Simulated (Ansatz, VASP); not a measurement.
## TiAl2 in VASP and in Ansatz

```
Ti Al
1.0
     1.95718   -6.05182    0.00000
     1.95718    6.05182    0.00000
     0.00000    0.00000    3.98286
Ti Al
2 4
Cartesian
  1.9572 -1.8889 0.0000
  1.9572 1.8889 0.0000
  0.0000 0.0000 0.0000
  1.9572 -3.9577 1.9914
  1.9572 3.9577 1.9914
  1.9572 0.0000 1.9914
```

Change from the starting cell: volume 15.725 Å^3 an atom, stretch along c over the lengths across it, relative to the relaxed cell 1.0000.

Alike in both runs: task single point; functional LDA; k mesh 12 × 12 × 12; occupations gaussian, width 0.15 eV; no spin polarisation.

```csv
,VASP,Ansatz
version,VASP 6.6.1,Ansatz 0.2.0
potentials or method,"VASP PAW LDA potentials, release 64 (Ti_sv, Al), cutoff 520 eV","scalar-relativistic, plane waves, PAW"
valence electrons in the cell,36,36
```

|  | VASP | Ansatz | Ansatz less VASP |
| --- | --- | --- | --- |
| gap on the k mesh at the Fermi level (eV) | none | none | - |
| pressure (GPa) | -4.2 | -4.4 | -0.18 |
| rms of the force components (eV/Å) | 0.015 | 0.017 | +0.0020 |

Ansatz warns that its potentials were made for another functional, while VASP's fit it. LDA's correlation is that of Perdew and Zunger in VASP and of Perdew and Wang (1992) in Ansatz. Atom by atom the forces differ by 0.002 eV/Å (rms over components). A gap of «none» marks a metal or a gap that the smearing closes.
